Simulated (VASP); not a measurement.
# BaTe in VASP: notebook, part 3 of 3

VASP 6.6.1. The steps go on from the part before.

## (6) Single point, RPBE

This run uses another cell than the first one, of 38.21 Å³/atom.

INCAR reads:

```
SYSTEM = BaTe
PREC     = Accurate       ! precision mode
ENCUT    = 520            ! plane-wave cutoff, eV
EDIFF    = 1E-7           ! SCF threshold, eV
ISMEAR   = 0              ! smearing method
SIGMA    = 0.05           ! smearing width, eV
LREAL    = .False.        ! projectors in reciprocal space
LASPH    = .True.         ! aspherical terms in the spheres
NELM     = 80             ! most SCF steps
ALGO     = Normal         ! electronic algorithm
ISIF     = 2              ! what is computed and relaxed
LWAVE    = .False.        ! write WAVECAR
LCHARG   = .False.        ! write CHGCAR
GGA      = RP             ! functional
NBANDS   = 24             ! bands
```

KPOINTS reads:

```
Automatic mesh
0
Gamma
  6 6 8
  0 0 0
```

POSCAR reads:

```
BaTe
1.0
    6.0014404072      0.0000000000      0.0000000000
    0.0000000000      6.0014404072      0.0000000000
    0.0000000000      0.0000000000      4.2436295593
Ba Te
2 2
Direct
    0.5000000000      0.0000000000      0.4999515426
    0.0000000000      0.5000000000      0.5000484574
    0.0000000000      0.0000000000      0.0000000000
    0.5000000000      0.5000000000      0.0000000000
```

Potentials or basis: VASP PAW PBE potentials, release 64 (Ba_sv, Te).

The run is started by

```
> cat potpaw_PBE.64/Ba_sv/POTCAR potpaw_PBE.64/Te/POTCAR > POTCAR
> mpirun -np 1 vasp_std > vasp.out
```

Wall time 5.6 min (1 thread of AMD EPYC 7R43 (Zen 3), shared host); peak memory 0.32 GiB.

The run converged. Its results:

```
Free energy            : -15.3395 eV
Pressure               : 1.8 GPa
Band gap on the k mesh : 0.85 eV
```

Levels at points of the mesh, in eV from the valence-band top:
```
           k point  band 14  band 15  band 16  band 17  band 18  band 19
(0.00, 0.00, 0.00)    -0.38    -0.38     0.00     0.85     0.85     1.09
(0.50, 0.00, 0.00)    -1.56    -0.56    -0.56     1.86     1.86     3.18
(0.50, 0.50, 0.00)    -0.88    -0.88    -0.88     1.68     1.68     4.86
(0.00, 0.00, 0.50)    -2.93    -0.88    -0.88     1.68     4.86     4.86
(0.50, 0.00, 0.50)    -2.12    -1.22    -1.22     2.62     2.62     2.74
(0.50, 0.50, 0.50)    -2.06     0.00     0.00     1.09     1.09     2.59
```

Caveat: the PAW data sets were made with another functional, which shifts forces and pressure a little; spin-orbit coupling is left out, which moves the levels of the heavy elements.

## (7) Single point, LDA

This run uses another cell than the first one, of 38.21 Å³/atom.

INCAR reads:

```
SYSTEM = BaTe
  ALGO = Normal
  EDIFF = 1E-6
  ENCUT = 520
  ISIF = 2
  ISMEAR = 0
  LASPH = .TRUE.
  LCHARG = .TRUE.
  LELF = .TRUE.
  LREAL = .FALSE.
  LVHAR = .TRUE.
  LWAVE = .FALSE.
  NBANDS = 24
  NELM = 100
  PREC = Accurate
  SIGMA = 0.05
```

KPOINTS reads:

```
k-points
0
G
  6 6 8
  0 0 0
```

POSCAR is that of step 6.

Potentials or basis: VASP PAW LDA potentials, release 64 (Ba_sv, Te).

The run is started by

```
> cat potpaw_LDA.64/Ba_sv/POTCAR potpaw_LDA.64/Te/POTCAR > POTCAR
> mpirun -np 1 vasp_std > vasp.out
```

OUTCAR:

```text
SYSTEM = BaTe
   EDIFF = 1E-6
   ENCUT = 520
   ISIF = 2
   ISMEAR = 0
   LASPH = .TRUE.
   LREAL = .FALSE.
   NELM = 100
   PREC = Accurate

 ion  position               nearest neighbor table
   1  0.500  0.000  0.500-   3 3.67   4 3.67   4 3.67   3 3.67   4 3.68   3 3.68   3 3.68   4 3.68
                             2 4.24   2 4.24   2 4.24   2 4.24
   2  0.000  0.500  0.500-   3 3.67   4 3.67   3 3.67   4 3.67   3 3.68   3 3.68   4 3.68   4 3.68
                             1 4.24   1 4.24   1 4.24   1 4.24
   3  0.000  0.000  0.000-   1 3.67   2 3.67   2 3.67   1 3.67   2 3.68   2 3.68   1 3.68   1 3.68

   4  0.500  0.500  0.000-   1 3.67   2 3.67   1 3.67   2 3.67   2 3.68   1 3.68   2 3.68   1 3.68
[... 854 lines left out ...]
  -------------------------------------------------------------------------------------
  Total       -2.3978010     -2.3978010     -2.3857156      0.0000000     -0.0000000      0.0000000
  in kB      -25.1347898    -25.1347898    -25.0081055      0.0000000     -0.0000000      0.0000000
  external PRESSURE =     -25.0925617 kB  Pullay stress =       0.0000000 kB

 VOLUME and BASIS-vectors are now :
 -----------------------------------------------------------------------------
  energy-cutoff  :      520.00
  volume of cell :      152.84
      direct lattice vectors                 reciprocal lattice vectors
     6.001440407  0.000000000  0.000000000     0.166626665  0.000000000  0.000000000
     0.000000000  6.001440407  0.000000000     0.000000000  0.166626665  0.000000000
     0.000000000  0.000000000  4.243629559     0.000000000  0.000000000  0.235647336

 POSITION                                       TOTAL-FORCE (eV/Angst)
 -----------------------------------------------------------------------------------
      3.00072      0.00000      2.12161        -0.000000     -0.000000     -0.000010
      0.00000      3.00072      2.12202         0.000000     -0.000000      0.000010
      0.00000      0.00000      0.00000         0.000000     -0.000000      0.000000
      3.00072      3.00072      0.00000         0.000000      0.000000      0.000000
 -----------------------------------------------------------------------------------
    total drift:                               -0.000000      0.000000      0.000000

  FREE ENERGIE OF THE ION-ELECTRON SYSTEM (eV)
  ---------------------------------------------------
  free  energy   TOTEN  =       -18.6663721589 eV

  energy  without entropy=      -18.6663721589  energy(sigma->0) =      -18.66637216
```

OSZICAR:

```text
N       E                     dE             d eps       ncg     rms          rms(c)
DAV:   1     0.194212312439E+03    0.19421E+03   -0.12684E+04  2400   0.111E+03
DAV:   2    -0.557208686843E+01   -0.19978E+03   -0.18839E+03  3344   0.210E+02
DAV:   3    -0.185205534918E+02   -0.12948E+02   -0.12839E+02  3248   0.560E+01
DAV:   4    -0.189583695669E+02   -0.43782E+00   -0.43740E+00  3656   0.898E+00
DAV:   5    -0.189634891995E+02   -0.51196E-02   -0.51192E-02  3184   0.977E-01    0.530E+00
DAV:   6    -0.187070906359E+02    0.25640E+00   -0.41841E-01  3040   0.234E+00    0.347E+00
DAV:   7    -0.186692215786E+02    0.37869E-01   -0.29901E-01  3608   0.202E+00    0.895E-01
DAV:   8    -0.186663491623E+02    0.28724E-02   -0.43950E-02  2912   0.741E-01    0.145E-01
DAV:   9    -0.186662736953E+02    0.75467E-04   -0.25997E-03  3088   0.226E-01    0.932E-02
DAV:  10    -0.186663449891E+02   -0.71294E-04   -0.20295E-04  3352   0.614E-02    0.398E-02
DAV:  11    -0.186663722567E+02   -0.27268E-04   -0.28289E-05  2992   0.292E-02    0.599E-03
DAV:  12    -0.186663721589E+02    0.97852E-07   -0.71546E-07  2216   0.459E-03
   1 F= -.18666372E+02 E0= -.18666372E+02  d E =-.369275E-13
```

Wall time 4.5 min (1 thread of AMD EPYC 7R43 (Zen 3), shared host); peak memory 0.28 GiB.

What came out:

- Free energy: -18.6664 eV
- Pressure: -2.5 GPa
- Band gap on the k mesh: 0.64 eV

Caveat: semilocal functionals underestimate gaps, and a narrow one can read as zero; spin-orbit coupling is left out, which moves the levels of the heavy elements. A k mesh can miss the band edges.

## (8) The runs side by side

```csv
level,potentials or basis,cell,gap on the mesh (eV),pressure (GPa)
PBE,"VASP PAW PBE potentials, release 64 (Ba_sv, Te)","a = 5.889, b = 5.889, c = 4.164 Å, 4 atoms",0.61,2.6
PBE,"VASP PAW PBE potentials, release 64 (Ba_sv, Te)","a = 5.920, b = 5.920, c = 4.186 Å, 4 atoms",0.66,2.0
PBE,"VASP PAW PBE potentials, release 64 (Ba_sv, Te)","a = 5.961, b = 5.961, c = 4.215 Å, 4 atoms",0.71,1.2
PBE,"VASP PAW PBE potentials, release 64 (Ba_sv, Te)","a = 6.001, b = 6.001, c = 4.244 Å, 4 atoms",0.76,0.5
RPBE,"VASP PAW PBE potentials, release 64 (Ba_sv, Te)","a = 6.001, b = 6.001, c = 4.244 Å, 4 atoms",0.85,1.8
LDA,"VASP PAW LDA potentials, release 64 (Ba_sv, Te)","a = 6.001, b = 6.001, c = 4.244 Å, 4 atoms",0.64,-2.5
```

Alike in all rows: task single point; no spin polarisation; k mesh 6 × 6 × 8; cutoff (eV) 520; smearing gaussian 0.05 eV.

Caveats: spin-orbit coupling is left out, which moves the levels of the heavy elements; semilocal functionals underestimate gaps, and a narrow one can read as zero (at least some runs); the PAW data sets were made with another functional, which shifts forces and pressure a little (at least some runs).

Absolute energies hang on the potentials; compare differences alone.
